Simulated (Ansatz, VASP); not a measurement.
Sb: VASP beside Ansatz

The input INCAR:

```
  PREC = Accurate
  ENCUT = 520
  EDIFF = 1E-7
  ISMEAR = 0
  SIGMA = 0.1
  LREAL = F
  LASPH = T
  NELM = 80
  ALGO = Normal
  ISIF = 2
  LWAVE = F
  LCHARG = T
  GGA = PE
  LELF = T
  LVHAR = T
  NBANDS = 14
```

File KPOINTS:

```
Automatic mesh
0
Gamma
  4 4 4
```

Contents of POSCAR:

```
Sb
1.0
   -2.7911526100      2.7911526100      2.7911526100
    2.7911526100     -2.7911526100      2.7911526100
    2.7911526100      2.7911526100     -2.7911526100
Sb
3
Direct
    0.0000000000      0.5000000000      0.5000000000
    0.5000000000      0.0000000000      0.5000000000
    0.5000000000      0.5000000000      0.0000000000
```

Input for Ansatz:

```yaml
crystal:
  lattice:
    - [-2.79115261, 2.79115261, 2.79115261]
    - [2.79115261, -2.79115261, 2.79115261]
    - [2.79115261, 2.79115261, -2.79115261]
  atoms:
    - { symbol: Sb, position: [0.0, 0.5, 0.5] }
    - { symbol: Sb, position: [0.5, 0.0, 0.5] }
    - { symbol: Sb, position: [0.5, 0.5, 0.0] }
basis:
  ecutwfc: 420
kpoints:
  mp_grid: { grid: [4, 4, 4] }
hamiltonian:
  xc: pbe
scf:
  occupations: { method: gaussian, width: 0.1 }
  lower_state_search: "off"
output:
  forces: true
  stress: true
  eigenvalues: true
```

Alike in both runs: task single point; functional PBE; k mesh 4 × 4 × 4; occupations gaussian, width 0.1 eV; no spin polarisation.

|  | VASP | Ansatz |
| --- | --- | --- |
| version | VASP 6.6.1 | Ansatz 0.2.0 |
| potentials or method | VASP PAW PBE potentials, release 64 (Sb), cutoff 520 eV | scalar-relativistic, plane waves, PAW |
| valence electrons in the cell | 15 | 45 |

|  | VASP | Ansatz | Ansatz less VASP |
| --- | --- | --- | --- |
| gap on the k mesh at the Fermi level (eV) | none | none | - |
| pressure (GPa) | 11.8 | 11.7 | -0.11 |

A gap of «none» marks a metal or a gap that the smearing closes. With one functional, cell and mesh, what is left measures potentials, basis and numerics. VASP's potentials hold 15 valence electrons a cell and Ansatz's 45, so a difference there can come from the potentials and not from the codes.

The k mesh is coarse, so the values compare programs but aren't converged. Spin-orbit coupling is off throughout.
